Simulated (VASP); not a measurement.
# Si2Ni (Fm-3m) in VASP: a series of runs

The runs below take Si2Ni through single point, relaxation of cell and atoms, with LDA.

Everything below comes from runs of VASP 6.6.1. Logs are shortened: lines on timing, memory, paths and dates and some standing lists are left out, and cuts for length are marked.

## (1) The cell of the first run

Symmetry: Fm-3m, No. 225, cubic system. Conventional cell: a = 5.390 Å, b = 5.390 Å, c = 5.390 Å, α = 90.00°, β = 90.00°, γ = 90.00°. Within 3.1 Å of Ni (site symmetry m-3m) lie 8 Si at 2.33 Å. Within 3.1 Å of Si (site symmetry -43m) lie 4 Ni at 2.33 Å and 6 Si at 2.69 to 2.70 Å.

## (2) Single point, LDA

Contents of INCAR:

```
ALGO = Normal ; EDIFF = 1E-6
ENCUT = 600 ; GGA = CA
GGA_COMPAT = False ; ISIF = 2
ISMEAR = 0 ; LASPH = True
LCHARG = False ; LREAL = False
LWAVE = False ; NBANDS = 16
NELM = 120 ; PREC = Accurate
SIGMA = 0.1
```

Contents of KPOINTS:

```
k-points
0
Gamma
  6 6 6
```

Contents of POSCAR:

```
Si2Ni
1.0
    0.0000000000      2.6950000000      2.6950000000
    2.6950000000      0.0000000000      2.6950000000
    2.6950000000      2.6950000000      0.0000000000
Ni Si
1 2
Direct
    0.0000000000      0.0000000000      0.0000000000
    0.2500000000      0.2500000000      0.2500000000
    0.7500000000      0.7500000000      0.7500000000
```

Potentials or basis: VASP PAW LDA potentials, release 64 (Ni, Si).

The run is started by

```sh
> cat potpaw_LDA.64/Ni/POTCAR potpaw_LDA.64/Si/POTCAR > POTCAR
> mpirun -np 1 vasp_std > vasp.out
```

OUTCAR:

```text
EDIFF = 1E-6
   ENCUT = 600
   GGA = CA
   ISIF = 2
   ISMEAR = 0
   LASPH = True
   LREAL = False
   NELM = 120
   PREC = Accurate

 ion  position               nearest neighbor table
   1  0.000  0.000  0.000-   3 2.33   3 2.33   3 2.33   2 2.33   2 2.33   2 2.33   3 2.33   2 2.33

   2  0.250  0.250  0.250-   1 2.33   1 2.33   1 2.33   1 2.33   3 2.69   3 2.69   3 2.69   3 2.69
                             3 2.69   3 2.69
   3  0.750  0.750  0.750-   1 2.33   1 2.33   1 2.33   1 2.33   2 2.69   2 2.69   2 2.69   2 2.69
                             2 2.69   2 2.69

  LATTYP: Found a face centered cubic cell.
 ALAT       =     5.3900000000

  Lattice vectors:

 A1 = (   0.0000000000,   2.6950000000,   2.6950000000)
 A2 = (   2.6950000000,   0.0000000000,   2.6950000000)
 A3 = (   2.6950000000,   2.6950000000,   0.0000000000)

Analysis of symmetry for initial positions (statically):
=====================================================================
 Subroutine PRICEL returns:
 Original cell was already a primitive cell.

 Routine SETGRP: Setting up the symmetry group for a
 face centered cubic supercell.

 Subroutine GETGRP returns: Found 48 space group operations
 (whereof 48 operations were pure point group operations)
 out of a pool of 48 trial point group operations.

The static configuration has the point symmetry O_h .

Analysis of symmetry for dynamics (positions and initial velocities):
=====================================================================
 Subroutine PRICEL returns:
 Original cell was already a primitive cell.

 Routine SETGRP: Setting up the symmetry group for a
 face centered cubic supercell.

 Subroutine GETGRP returns: Found 48 space group operations
 (whereof 48 operations were pure point group operations)
 out of a pool of 48 trial point group operations.

The dynamic configuration has the point symmetry O_h .

 Subroutine INISYM returns: Found 48 space group operations
 (whereof 48 operations are pure point group operations),
 and found     1 'primitive' translations

----------------------------------------------------------------------------------------

                                     Primitive cell

  volume of cell :      39.1477

  direct lattice vectors                    reciprocal lattice vectors
     0.000000000  2.695000000  2.695000000    -0.185528757  0.185528757  0.185528757
     2.695000000  0.000000000  2.695000000     0.185528757 -0.185528757  0.185528757
     2.695000000  2.695000000  0.000000000     0.185528757  0.185528757 -0.185528757

  length of vectors
     3.811305551  3.811305551  3.811305551     0.321345233  0.321345233  0.321345233

  position of ions in fractional coordinates (direct lattice)
     0.000000000  0.000000000  0.000000000
     0.250000000  0.250000000  0.250000000
     0.750000000  0.750000000  0.750000000

  ion indices of the primitive-cell ions
   primitive index   ion index
                 1           1
                 2           2
                 3           3

----------------------------------------------------------------------------------------

 KPOINTS: k-points

Automatic generation of k-mesh.
 Grid dimensions read from file:
 generate k-points for:    6    6    6

 Generating k-lattice:

  Cartesian coordinates                     Fractional coordinates (reciprocal lattice)
    -0.030921459  0.030921459  0.030921459     0.166666667  0.000000000  0.000000000
     0.030921459 -0.030921459  0.030921459     0.000000000  0.166666667  0.000000000
     0.030921459  0.030921459 -0.030921459     0.000000000  0.000000000  0.166666667

  Length of vectors
     0.053557539  0.053557539  0.053557539

  Shift w.r.t. Gamma in fractional coordinates (k-lattice)
     0.000000000  0.000000000  0.000000000

 Subroutine IBZKPT returns following result:
 ===========================================

 Found     16 irreducible k-points:

 Following reciprocal coordinates:
            Coordinates               Weight
  0.000000  0.000000  0.000000      1.000000
  0.166667  0.000000  0.000000      8.000000
  0.333333  0.000000  0.000000      8.000000
  0.500000  0.000000  0.000000      4.000000
  0.166667  0.166667  0.000000      6.000000
  0.333333  0.166667  0.000000     24.000000
[... 8 lines left out ...]
 -0.333333  0.333333  0.166667     24.000000
 -0.333333  0.500000  0.166667     12.000000
   k-points           NKPTS =     16   k-points in BZ     NKDIM =     16   number of bands    NBANDS=     16
   number of dos      NEDOS =    301   number of ions     NIONS =      3
   total plane-waves  NPLWV =  27000
   dimension x,y,z NGX =    30 NGY =   30 NGZ =   30
   dimension x,y,z NGXF=    60 NGYF=   60 NGZF=   60
   ions per type =               1   2
   NGX,Y,Z   is equivalent  to a cutoff of  13.09, 13.09, 13.09 a.u.
   NGXF,Y,Z  is equivalent  to a cutoff of  26.17, 26.17, 26.17 a.u.
 SYSTEM =  unknown system
   PREC   = accura    normal or accurate (medium, high low for compatibility)
   ISTART =      0    job   : 0-new  1-cont  2-samecut
   ICHARG =      2    charge: 1-file 2-atom 10-const
   ISPIN  =      1    spin polarized calculation?
   LNONCOLLINEAR =      F non collinear calculations
   LSORBIT =      F    spin-orbit coupling
   LASPH  =      T    aspherical Exc in radial PAW
   ENCUT  =  600.0 eV  44.10 Ry    6.64 a.u.   7.61  7.61  7.61*2*pi/ulx,y,z
   NELM   =    120;   NELMIN=  2; NELMDL= -5     # of ELM steps
   EDIFF  = 0.1E-05   stopping-criterion for ELM
   LREAL  =      F    real-space projection
   EDIFFG = 0.1E-04   stopping-criterion for IOM
   NSW    =      0    number of steps for IOM
   IBRION =     -1    ionic relax: 0-MD 1-quasi-New 2-CG
   NFREE  =      0    steps in history (QN), initial steepest desc. (CG)
   ISIF   =      2    stress and relaxation
   ISYM   =      2    0-nonsym 1-usesym 2-fastsym
   POTIM  = 0.5000    time-step for ionic-motion
   TEBEG  =    0.0;   TEEND  =   0.0 temperature during run
   PSTRESS=    0.0 pullay stress
   NELECT =      18.0000    total number of electrons
   NUPDOWN=      -1.0000    fix difference up-down
   EMIN   =  10.00;   EMAX   =-10.00  energy-range for DOS
   EFERMI =   0.00;   METHOD = LEGACY
   ISMEAR =     0;   SIGMA  =   0.10  broadening in eV -4-tet -1-fermi 0-gaus
   EFERMI_NEDOS =   21; number of points for ismear=-14 and -15
   IALGO  =     38    algorithm
   IMIX   =      4    mixing-type and parameters
     AMIX     =   0.40;   BMIX     =  1.00
     AMIX_MAG =   1.60;   BMIX_MAG =  1.00
  volume/ion in A,a.u.               =      13.05        88.06
  Fermi-wavevector in a.u.,A,eV,Ry     =   1.263563  2.387788 21.722945  1.596591
  Thomas-Fermi vector in A             =   2.396913
   LORBIT       =      0    0 simple, 1 ext, 2 COOP (PROOUT), +10 PAW based schemes
   GGA     = CA    functional components
   LHFCALC =     F    Hartree Fock is set to
   AEXX    =    0.0000 exact exchange contribution
   IVDW    =     0    specifies the selected vdW correction
   LEPSILON=     F    determine dielectric tensor
   LRPA    =     F    only Hartree local field effects (RPA)
 non-spin polarized calculation
 Gauss-broadening in eV      SIGMA  =   0.10
  energy-cutoff  :      600.00
  volume of cell :       39.15
 maximum number of plane-waves:      1316
   NGX = 15   NGY = 15   NGZ = 15

 number of electron      17.9999991 magnetization

 Free energy of the ion-electron system (eV)
  ---------------------------------------------------
  ext. energy  EPLUGINS =         0.00000000
  ---------------------------------------------------
  free energy    TOTEN  =       -19.89153122 eV

  energy without entropy =      -19.88507827  energy(sigma->0) =      -19.88830475

 E-fermi :  10.5283     XC(G=0): -11.7975

 val. band max:       10.4784887536   @ k =   0.5000   0.3333   0.0000
 cond. band min:      10.5350745650   @ k =   0.1667   0.1667   0.0000
 fundamental gap:      0.0565858114
 Fermi energy:        10.5283149008

 k-point     1 :       0.0000    0.0000    0.0000
  band No.  band energies     occupation
      1      -3.4055      2.00000
      2       5.2111      2.00000
      3       5.2111      2.00000
      4       5.2111      2.00000
      5       6.9232      2.00000
      6       6.9232      2.00000
[... 8 lines left out ...]
     15      15.1923      0.00000
     16      15.1923      0.00000

 k-point     2 :       0.1667    0.0000    0.0000
  band No.  band energies     occupation
      1      -2.9932      2.00000
      2       4.4270      2.00000
      3       5.3347      2.00000
      4       5.3347      2.00000
      5       6.8617      2.00000
      6       6.8617      2.00000
[... 8 lines left out ...]
     15      14.9288      0.00000
     16      15.4379      0.00000

 k-point     3 :       0.3333    0.0000    0.0000
  band No.  band energies     occupation
      1      -1.7883      2.00000
      2       2.4672      2.00000
      3       5.5598      2.00000
      4       5.5598      2.00000
      5       6.8981      2.00000
      6       6.8981      2.00000
[... 8 lines left out ...]
     15      17.2729      0.00000
     16      17.9008      0.00000

 k-point     4 :       0.5000    0.0000    0.0000
  band No.  band energies     occupation
      1      -0.1595      2.00000
      2       0.4420      2.00000
      3       5.6348      2.00000
      4       5.6348      2.00000
      5       6.6984      2.00000
      6       7.1010      2.00000
[... 8 lines left out ...]
     15      19.7005      0.00000
     16      20.4361      0.00000
[... 172 lines left out ...]
 k-point    14 :       0.5000    0.3333    0.1667
  band No.  band energies     occupation
      1      -0.7524      2.00000
      2       2.5869      2.00000
      3       4.6258      2.00000
      4       5.2275      2.00000
      5       6.0413      2.00000
      6       6.7605      2.00000
[... 8 lines left out ...]
     15      19.0883      0.00000
     16      19.8016      0.00000

 k-point    15 :      -0.3333    0.3333    0.1667
  band No.  band energies     occupation
      1       0.8529      2.00000
      2       1.1499      2.00000
      3       4.3318      2.00000
      4       4.4623      2.00000
      5       6.3000      2.00000
      6       6.7874      2.00000
[... 8 lines left out ...]
     15      17.7812      0.00000
     16      21.5869      0.00000

 k-point    16 :      -0.3333    0.5000    0.1667
  band No.  band energies     occupation
      1       1.0464      2.00000
      2       2.1866      2.00000
      3       2.9049      2.00000
      4       4.3986      2.00000
      5       6.4956      2.00000
      6       6.7769      2.00000
[... 8 lines left out ...]
     15      19.9379      0.00000
     16      21.2944      0.00000

------------------------ aborting loop because EDIFF is reached ----------------------------------------

  FORCE on cell =-STRESS in cart. coord.  units (eV):
  Direction    XX          YY          ZZ          XY          YZ          ZX
  --------------------------------------------------------------------------------------
  -------------------------------------------------------------------------------------
  Total       -0.6910294     -0.6910294     -0.6910294      0.0000000      0.0000000      0.0000000
  in kB      -28.2813920    -28.2813920    -28.2813920      0.0000000      0.0000000      0.0000000
  external PRESSURE =     -28.2813920 kB  Pullay stress =       0.0000000 kB

 VOLUME and BASIS-vectors are now :
 -----------------------------------------------------------------------------
  energy-cutoff  :      600.00
  volume of cell :       39.15
      direct lattice vectors                 reciprocal lattice vectors
     0.000000000  2.695000000  2.695000000    -0.185528757  0.185528757  0.185528757
     2.695000000  0.000000000  2.695000000     0.185528757 -0.185528757  0.185528757
     2.695000000  2.695000000  0.000000000     0.185528757  0.185528757 -0.185528757

 POSITION                                       TOTAL-FORCE (eV/Angst)
 -----------------------------------------------------------------------------------
      0.00000      0.00000      0.00000        -0.000000      0.000000      0.000000
      1.34750      1.34750      1.34750         0.000000      0.000000      0.000000
      4.04250      4.04250      4.04250        -0.000000     -0.000000     -0.000000
 -----------------------------------------------------------------------------------
    total drift:                                0.000000     -0.000000     -0.000000

  FREE ENERGIE OF THE ION-ELECTRON SYSTEM (eV)
  ---------------------------------------------------
  free  energy   TOTEN  =       -19.8915312211 eV

  energy  without entropy=      -19.8850782745  energy(sigma->0) =      -19.88830475
```

It took 6.4 s on 1 thread of AMD EPYC 9R45 (Zen 5), shared host; peak memory 0.12 GiB.

What came out:

```yaml
Free_energy: -19.8915 eV
Pressure: -2.8 GPa
Band_gap_on_the_k_mesh: zero (bands 9 and 10 overlap by 2.16 eV)
```

## (3) Single point, LDA

This run uses another cell than the first one, of 12.77 Å³/atom.

Contents of INCAR:

```
PREC     = Accurate       # precision mode
ENCUT    = 600            # plane-wave cutoff, eV
EDIFF    = 1E-6           # SCF threshold, eV
ISMEAR   = 0              # smearing method
SIGMA    = 0.1            # smearing width, eV
LREAL    = False          # projectors in reciprocal space
LASPH    = True           # aspherical terms in the spheres
NELM     = 120            # most SCF steps
ALGO     = Normal         # electronic algorithm
ISIF     = 2              # what is computed and relaxed
LWAVE    = False          # write WAVECAR
LCHARG   = False          # write CHGCAR
NBANDS   = 16             # bands
GGA_COMPAT= False
```

Contents of KPOINTS:

```
Automatic mesh
0
Gamma
  14 14 14
```

Contents of POSCAR:

```
Si2Ni
1.0
    0.0000000000      2.6756174825      2.6756174825
    2.6756174825      0.0000000000      2.6756174825
    2.6756174825      2.6756174825      0.0000000000
Ni Si
1 2
Direct
    0.0000000000      0.0000000000      0.0000000000
    0.2500000000      0.2500000000      0.2500000000
    0.7500000000      0.7500000000      0.7500000000
```

Potentials or basis: VASP PAW LDA potentials, release 64 (Ni, Si).

The run is started by

```sh
> cat potpaw_LDA.64/Ni/POTCAR potpaw_LDA.64/Si/POTCAR > POTCAR
> mpirun -np 1 vasp_std > vasp.out
```

OUTCAR:

```text
PREC = Accurate
   ENCUT = 600
   EDIFF = 1E-6
   ISMEAR = 0
   LREAL = False
   LASPH = True
   NELM = 120
   ISIF = 2

 ion  position               nearest neighbor table
   1  0.000  0.000  0.000-   3 2.32   3 2.32   3 2.32   2 2.32   3 2.32   2 2.32   2 2.32   2 2.32

   2  0.250  0.250  0.250-   1 2.32   1 2.32   1 2.32   1 2.32   3 2.68   3 2.68   3 2.68   3 2.68
                             3 2.68   3 2.68
   3  0.750  0.750  0.750-   1 2.32   1 2.32   1 2.32   1 2.32   2 2.68   2 2.68   2 2.68   2 2.68
                             2 2.68   2 2.68

  LATTYP: Found a face centered cubic cell.
 ALAT       =     5.3512349650
[... 644 lines left out ...]
     16      18.2004      0.00000

 [... further k-points ...]
[... 5 lines left out ...]
  --------------------------------------------------------------------------------------
  -------------------------------------------------------------------------------------
  Total        0.0322243      0.0322243      0.0322243     -0.0000000      0.0000000      0.0000000
  in kB        1.3476943      1.3476943      1.3476943     -0.0000000      0.0000000      0.0000000
  external PRESSURE =       1.3476943 kB  Pullay stress =       0.0000000 kB

 VOLUME and BASIS-vectors are now :
 -----------------------------------------------------------------------------
  energy-cutoff  :      600.00
  volume of cell :       38.31
      direct lattice vectors                 reciprocal lattice vectors
     0.000000000  2.675617482  2.675617482    -0.186872751  0.186872751  0.186872751
     2.675617482  0.000000000  2.675617482     0.186872751 -0.186872751  0.186872751
     2.675617482  2.675617482  0.000000000     0.186872751  0.186872751 -0.186872751

 POSITION                                       TOTAL-FORCE (eV/Angst)
 -----------------------------------------------------------------------------------
      0.00000      0.00000      0.00000         0.000000      0.000000      0.000000
      1.33781      1.33781      1.33781         0.000000      0.000000      0.000000
      4.01343      4.01343      4.01343        -0.000000     -0.000000     -0.000000
 -----------------------------------------------------------------------------------
    total drift:                                0.000000     -0.000000     -0.000000

  FREE ENERGIE OF THE ION-ELECTRON SYSTEM (eV)
  ---------------------------------------------------
  free  energy   TOTEN  =       -19.9012499290 eV

  energy  without entropy=      -19.8969166434  energy(sigma->0) =      -19.89908329
```

It took 35 s on 1 thread of AMD EPYC 9R45 (Zen 5), shared host; peak memory 0.17 GiB.

Results:

```yaml
Free_energy: -19.9012 eV
Pressure: 0.1 GPa
Band_gap_on_the_k_mesh: zero (bands 9 and 10 overlap by 2.16 eV)
```

Spin polarisation is off, so any magnetic state and its effect on volume and gap are missing.

## (4) Relaxation of cell and atoms, LDA

Contents of INCAR:

```
SYSTEM = Si2Ni
PREC     = Accurate       ! precision mode
ENCUT    = 600            ! plane-wave cutoff, eV
EDIFF    = 1E-7           ! SCF threshold, eV
ISMEAR   = 0              ! smearing method
SIGMA    = 0.1            ! smearing width, eV
LREAL    = .False.        ! projectors in reciprocal space
LASPH    = .True.         ! aspherical terms in the spheres
NELM     = 120            ! most SCF steps
ALGO     = Normal         ! electronic algorithm
ISIF     = 3              ! what is computed and relaxed
LWAVE    = .False.        ! write WAVECAR
LCHARG   = .False.        ! write CHGCAR
GGA      = CA             ! functional
IBRION   = 2              ! ionic algorithm
NSW      = 100            ! ionic steps
EDIFFG   = -0.002         ! ionic threshold
GGA_COMPAT= .False.      
NELMIN   = 4
```

Contents of KPOINTS:

```
Automatic mesh
0
Gamma
  14 14 14
  0 0 0
```

Contents of POSCAR:

```
Si2Ni
1.0
    0.0000000000      2.6950000000      2.6950000000
    2.6950000000      0.0000000000      2.6950000000
    2.6950000000      2.6950000000      0.0000000000
Ni Si
1 2
Direct
    0.0000000000      0.0000000000      0.0000000000
    0.2500000000      0.2500000000      0.2500000000
    0.7500000000      0.7500000000      0.7500000000
```

The run is started by

```sh
> cat potpaw_LDA.64/Ni/POTCAR potpaw_LDA.64/Si/POTCAR > POTCAR
> mpirun -np 1 vasp_std > vasp.out
```

Wall time 78 s (1 thread of AMD EPYC 9R45 (Zen 5), shared host); peak memory 0.17 GiB.

It converged, with:

- Free energy: -19.9015 eV
- Relaxed volume: 12.79 Å³/atom
- Relaxed cell: a = 3.786 Å, b = 3.786 Å, c = 3.786 Å, α = 60.00°, β = 60.00°, γ = 60.00°
- Space group after relaxing (to 0.1 Å): Fm-3m (No. 225)
- Energy gained by relaxing: 2.7 meV/atom
- Ionic steps: 3
- Pressure after relaxing: 0.0 GPa
- Band gap on the k mesh: zero (bands 9 and 10 overlap by 2.16 eV)

The path:
```csv
step,energy change (eV),largest force (eV/Å),pressure (GPa),volume (Å³)
1,0.0000,0.0000,-3.22,39.15
2,-0.0016,0.0000,3.06,37.68
3,-0.0081,0.0000,-0.02,38.36
```

Final structure:
```
CELL_PARAMETERS angstrom
0.00000 2.67689 2.67689
2.67689 0.00000 2.67689
2.67689 2.67689 0.00000
ATOMIC_POSITIONS crystal
Ni 0.00000 0.00000 0.00000
Si 0.25000 0.25000 0.25000
Si 0.75000 0.75000 0.75000
```

Levels at points of the mesh, in eV from the Fermi level:
```csv
k point,band 6,band 7,band 8,band 9,band 10,band 11,band 12,band 13
"(0.00, 0.00, 0.00)",-3.74,-0.20,1.70,1.70,1.70,2.19,2.19,2.19
"(0.50, 0.00, 0.00)",-3.56,-3.56,-1.54,-1.54,1.73,1.79,1.79,2.68
"(0.50, 0.50, 0.00)",-3.85,-3.85,-3.65,-3.32,-0.46,1.28,7.73,8.41
```

## (5) Summary

```tsv
task	cell	k mesh	gap on the mesh (eV)	pressure (GPa)
single point	a = 3.811 Å, angles 60.0°, 3 atoms	6 × 6 × 6	none	-2.8
single point	a = 3.784 Å, angles 60.0°, 3 atoms	14 × 14 × 14	none	0.1
relaxation of cell and atoms	relaxed from a = 3.811 Å, angles 60.0°, 3 atoms	14 × 14 × 14	none	0.0
```

Alike in all rows: level LDA; potentials or basis VASP PAW LDA potentials, release 64 (Ni, Si); no spin polarisation; cutoff (eV) 600; smearing gaussian 0.1 eV.

Absolute energies hang on the potentials; compare differences alone.

The gap in the log of VASP goes by the Fermi energy; the results here count the filled bands.